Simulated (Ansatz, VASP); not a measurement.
GaN in VASP and in Ansatz

Contents of INCAR:

```
SYSTEM = GaN
ALGO = Normal
EDIFF = 1E-6
EDIFFG = -0.03
ENCUT = 600
GGA = RP
IBRION = 2
ISIF = 3
ISMEAR = 0
LASPH = .TRUE.
LCHARG = .FALSE.
LREAL = .FALSE.
LWAVE = .FALSE.
NELM = 80
NSW = 80
PREC = Accurate
SIGMA = 0.01
```

The input KPOINTS:

```
k-points
0
G
  7 7 7
  0 0 0
```

The input POSCAR:

```
GaN
1.0
    0.0000000000      2.2535000000      2.2535000000
    2.2535000000      0.0000000000      2.2535000000
    2.2535000000      2.2535000000      0.0000000000
Ga N
1 1
Direct
    0.0000000000      0.0000000000      0.0000000000
    0.7500000000      0.7500000000      0.7500000000
```

Input for Ansatz:

```yaml
crystal:
  lattice:
    - [0.0, 2.2535, 2.2535]
    - [2.2535, 0.0, 2.2535]
    - [2.2535, 2.2535, 0.0]
  atoms:
    - { symbol: Ga, position: [0.0, 0.0, 0.0] }
    - { symbol: "N", position: [0.75, 0.75, 0.75] }
basis:
  ecutwfc: 600.0
kpoints:
  mp_grid:
    grid: [7, 7, 7]
hamiltonian:
  xc: rpbe
  dispersion: none
scf:
  occupations:
    method: fixed
relax:
  f_tol: 0.03
  cell: {}
```

Alike in both runs: task relaxation of cell and atoms; functional RPBE; k mesh 7 × 7 × 7; no spin polarisation.

|  | VASP | Ansatz |
| --- | --- | --- |
| version | VASP 6.6.1 | Ansatz 0.2.0 |
| potentials or method | VASP PAW PBE potentials, release 64 (Ga_d, N), cutoff 600 eV | plane waves, PAW |
| occupations | gaussian, width 0.01 eV | fixed |
| valence electrons in the cell | 18 | 18 |

```tsv
	VASP	Ansatz	Ansatz less VASP
relaxed volume (Å³/atom)	12.03	12.04	+0.010
relaxed cell length with the largest relative difference (Å)	3.240	3.241	+0.0009
```

VASP's potentials were made for PBE, not for RPBE.
